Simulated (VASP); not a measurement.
Runs of VASP 6.6.1 on AlN. The structure is that of space group Fm-3m (No. 225), or close to it. The cells are those of the table. 

| level | cell | cutoff (eV) | gap on the mesh (eV) | pressure (GPa) | largest force (eV/Å) |
| --- | --- | --- | --- | --- | --- |
| PBEsol | a = 2.979 Å, angles 60.0°, 2 atoms | 520 | 3.44 | (b) | - |
| r2SCAN | a = 2.766 Å, angles 60.0°, 2 atoms | 520 | 5.80 | 30.8 | - |
| PBE | a = 2.776, b = 2.776, c = 2.780 Å, angles 59.9, 59.9, 60.9°, 2 atoms | 520 | 4.82 | 34.1 | 1.59 |
| PBE | a = 2.911 Å, angles 60.0°, 2 atoms | 520 | 4.10 | -8.1 | - |
| PBE | a = 2.810 Å, angles 60.0°, 2 atoms | 520 | (d) | 20.5 | - |
| PBE | a = 2.956 Å, angles 60.0°, 2 atoms | 520 | 3.68 | -17.4 | - |
| PBE | a = 2.870 Å, angles 60.0°, 2 atoms | 520 | 4.50 | 1.9 | - |
| PBE | a = 2.804 Å, angles 60.0°, 2 atoms | 600 | (a) | 22.8 | - |
| PBE | a = 2.794 Å, angles 60.0°, 2 atoms | 520 | 5.18 | 26.5 | - |
| PBE | a = 2.879 Å, angles 60.0°, 2 atoms | 520 | 4.41 | (c) | - |
| PBE | a = 2.825 Å, angles 60.0°, 2 atoms | 520 | 4.95 | 15.3 | - |
| PBE | a = 2.823, b = 2.836, c = 2.863 Å, angles 59.8, 60.5, 60.6°, 2 atoms | 520 | 4.56 | 9.4 | 0.41 |

Alike in all rows: task single point; potentials or basis VASP PAW PBE potentials, release 64 (Al, N); no spin polarisation; k mesh 10 × 10 × 10; smearing gaussian 0.02 eV.

**Question.** Estimate the missing entries.

**Answer.** (a) 5.19; (b) -25.2; (c) -0.4; (d) 5.12.

Caveats: the PAW data sets were made with another functional, which shifts forces and pressure a little (some runs); forces of over 1 eV/Å act on the atoms, so gaps and moduli don't describe the material at rest (some runs).

A k mesh can miss the band edges.
